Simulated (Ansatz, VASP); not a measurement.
# Two plane-wave programs on W

POSCAR

```
W
1.0
   -1.5500431812      1.5500431812      1.5500431812
    1.5500431812     -1.5500431812      1.5500431812
    1.5500431812      1.5500431812     -1.5500431812
W
1
Direct
    0.0000000000      0.0000000000      0.0000000000
```

INCAR.step1

```
SYSTEM = W
ALGO = Normal
EDIFF = 1E-5
ENCUT = 520
GGA = PE
ISIF = 2
ISMEAR = -1
LASPH = .TRUE.
LCHARG = .FALSE.
LREAL = .FALSE.
LWAVE = .TRUE.
NBANDS = 13
NELM = 60
PREC = Accurate
SIGMA = 0.05
```

INCAR.step2

```
SYSTEM = W
ALGO = Normal
EDIFF = 1E-6
ENCUT = 520
GGA = PE
HFSCREEN = 0.2079
ISIF = 2
ISMEAR = -1
ISTART = 1
LASPH = .TRUE.
LCHARG = .FALSE.
LHFCALC = .TRUE.
LREAL = .FALSE.
LWAVE = .FALSE.
NBANDS = 13
NELM = 60
PREC = Accurate
PRECFOCK = Normal
SIGMA = 0.05
```

Contents of KPOINTS:

```
k-points
0
G
  8 8 8
  0 0 0
```

input

```
crystal:
  lattice:
    - [-1.5500431812, 1.5500431812, 1.5500431812]
    - [1.5500431812, -1.5500431812, 1.5500431812]
    - [1.5500431812, 1.5500431812, -1.5500431812]
  atoms:
    - { symbol: W, position: [0.0, 0.0, 0.0] }
hamiltonian:
  xc: hse06
  pseudopotentials: { kind: paw }
kpoints:
  mp_grid: { grid: [8, 8, 8] }
scf:
  occupations: { method: fermi_dirac, width: 0.05 }
output:
  forces: true
  stress: true
  eigenvalues: true
```

Alike in both runs: task single point; functional HSE06; k mesh 8 × 8 × 8; occupations fermi-dirac, width 0.05 eV; no spin polarisation.

|  | VASP | Ansatz |
| --- | --- | --- |
| version | VASP 6.6.1 | Ansatz 0.2.0 |
| potentials or method | VASP PAW PBE potentials, release 64 (W_sv) | Ansatz PAW |
| plane-wave cutoff (eV) | 520 | 420 |
| valence electrons in the cell | 14 | 14 |

```tsv
	VASP	Ansatz	Ansatz less VASP
gap on the k mesh at the Fermi level (eV)	none	none	-
pressure (GPa)	22.4	22.7	+0.29
```

A gap of «none» marks a metal or a gap that the smearing closes. With one functional, cell and mesh, what is left measures potentials, basis and numerics.

Neither program's run includes spin-orbit coupling.
